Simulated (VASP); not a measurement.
# HgTe: single point with PBEsol

Crystal: HgTe.

```
CELL_PARAMETERS angstrom
0.00000 3.24559 3.24559
3.24559 0.00000 3.24559
3.24559 3.24559 0.00000
ATOMIC_POSITIONS crystal
Hg 0.00000 0.00000 0.00000
Te 0.25000 0.25000 0.25000
```

```
Program             : VASP 6.6.1
Task                : single point
Functional          : PBEsol
Potentials or basis : VASP PAW PBE potentials, release 64 (Hg, Te)
Cutoff              : 500 eV
k mesh              : 4 × 4 × 4
Occupations         : gaussian, width 0.05 eV
Spin                : no spin polarisation
```

```yaml
Pressure: 0.9 GPa
Band_gap_on_the_k_mesh: zero (filled and empty bands touch)
```

Levels at points of the mesh, in eV from the Fermi level:
```
           k point  band 6  band 7  band 8  band 9  band 10  band 11  band 12  band 13
(0.00, 0.00, 0.00)   -6.80   -0.86   -0.02   -0.02    -0.02     4.17     4.17     4.17
(0.50, 0.00, 0.00)   -6.50   -5.48   -0.99   -0.99     0.61     4.96     4.96     6.70
(0.50, 0.50, 0.00)   -6.36   -5.43   -2.26   -2.26     1.82     2.38     8.05     8.74
```

Wall time 19 s on 1 thread of Intel Xeon 8259CL, on a shared host, peak memory 0.2 GiB.

Caveat: the k points lie up to 0.42 Å⁻¹ apart; the PAW data sets were made with another functional, which shifts forces and pressure a little; spin-orbit coupling is left out, which moves the levels of the heavy elements.
